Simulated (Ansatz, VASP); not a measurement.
# BN: VASP beside Ansatz

```
B N
1.0
     2.50732    0.00000    0.00000
    -1.25366    2.17140    0.00000
     0.00000    0.00000   39.22825
B N
3 3
Direct
  0.66667 0.33333 0.41497
  0.33333 0.66667 0.50000
  0.66667 0.33333 0.58503
  0.33333 0.66667 0.41493
  0.66667 0.33333 0.50000
  0.33333 0.66667 0.58507
```

Alike in both runs: functional PBE; dispersion D3(BJ); k mesh 12 × 12 × 1; occupations gaussian, width 0.02 eV; no spin polarisation.

Ansatz relaxed the structure, and its values are those at the end. VASP's run is a single point on that final structure, the one shown.

|  | VASP | Ansatz |
| --- | --- | --- |
| version | VASP 6.6.1 | Ansatz 0.2.0 |
| potentials or method | VASP PAW PBE potentials, release 64 (B, N), cutoff 520 eV | scalar-relativistic, plane waves, PAW |
| valence electrons in the cell | 24 | 24 |

```tsv
	VASP	Ansatz	Ansatz less VASP
gap on the k mesh at the Fermi level (eV)	4.36	4.37	+0.007
least direct gap on the mesh (eV)	4.66	4.66	+0.003
```

Ansatz's warnings: xc potential rough in thin density.
